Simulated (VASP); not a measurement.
Runs of VASP 6.6.1 on NaTa3O3. The structure is that of space group Pm-3m (No. 221), or close to it. The cells are those of the table. The cell was built from a structure type or drawn by symmetry, and may not be a known phase.

```tsv
task	spin	cell	k mesh	cutoff (eV)	smearing	gap on the mesh (eV)	pressure (GPa)
single point	off	a = 4.367 Å, 7 atoms	4 × 4 × 4	520	gaussian 0.2 eV	none	0.3
single point	collinear	a = 4.367 Å, 7 atoms	4 × 4 × 4	520	gaussian 0.1 eV	none	(a)
single point	off	a = 4.364 Å, 7 atoms	8 × 8 × 8	520	gaussian 0.1 eV	none	0.4
relaxation of cell and atoms	off	relaxed from a = 4.403 Å, 7 atoms	4 × 4 × 4	600	gaussian 0.2 eV	none	0.0
```

Alike in all rows: level PBE; potentials or basis VASP PAW PBE potentials, release 64 (Na_pv, Ta_pv, O).

Problem. Estimate the missing entries.

Solution. (a) 0.2.

Caveats: spin-orbit coupling is left out, which moves the levels of the heavy elements.

A k mesh can miss the band edges, and the runs leave out spin-orbit coupling on Ta.

A gap of «none» marks levels without a gap at the run's occupations.
